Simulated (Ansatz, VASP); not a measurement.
**One calculation of ZrC, two programs**

The input INCAR:

```
  PREC = Accurate
  ENCUT = 520
  EDIFF = 1E-6
  ISMEAR = 0
  SIGMA = 0.15
  LREAL = F
  LASPH = T
  NELM = 80
  ALGO = Normal
  ISIF = 2
  LWAVE = F
  LCHARG = F
  GGA = PE
  NBANDS = 15
```

KPOINTS

```
regular mesh
0
Gamma
  18 18 18
```

File POSCAR:

```
ZrC
1.0
    0.0000000000      2.3149568500      2.2797037000
    2.3149568500      0.0000000000      2.2797037000
    2.3149568500      2.3149568500      0.0000000000
Zr C
1 1
Direct
    0.5000000000      0.5000000000      0.5000000000
    0.0000000000      0.0000000000      0.0000000000
```

Input for Ansatz:

```yaml
crystal:
  lattice:
    - [0.0, 2.31495685, 2.2797037]
    - [2.31495685, 0.0, 2.2797037]
    - [2.31495685, 2.31495685, 0.0]
  atoms:
    - { symbol: Zr, position: [0.5, 0.5, 0.5] }
    - { symbol: C, position: [0.0, 0.0, 0.0] }
basis:
  ecutwfc: 420
kpoints:
  mp_grid: { grid: [18, 18, 18] }
hamiltonian:
  xc: pbe
scf:
  occupations: { method: gaussian, width: 0.15 }
output:
  forces: true
  stress: true
  eigenvalues: true
```

Change from the starting cell: strain -0.015 along x and y, -0.030 along z, atoms carried along.

Alike in both runs: task single point; functional PBE; k mesh 18 × 18 × 18; occupations gaussian, width 0.15 eV; no spin polarisation.

|  | VASP | Ansatz |
| --- | --- | --- |
| version | VASP 6.6.1 | Ansatz 0.2.0 |
| potentials or method | VASP PAW PBE potentials, release 64 (Zr_sv, C), cutoff 520 eV | scalar-relativistic, plane waves, PAW |
| valence electrons in the cell | 16 | 16 |

```tsv
	VASP	Ansatz	Ansatz less VASP
gap on the k mesh at the Fermi level (eV)	none	none	-
pressure (GPa)	17.2	16.9	-0.29
traceless stress, the component that is largest in VASP (GPa)	4.89	4.88	-0.016
```

A gap of «none» marks a metal or a gap that the smearing closes.
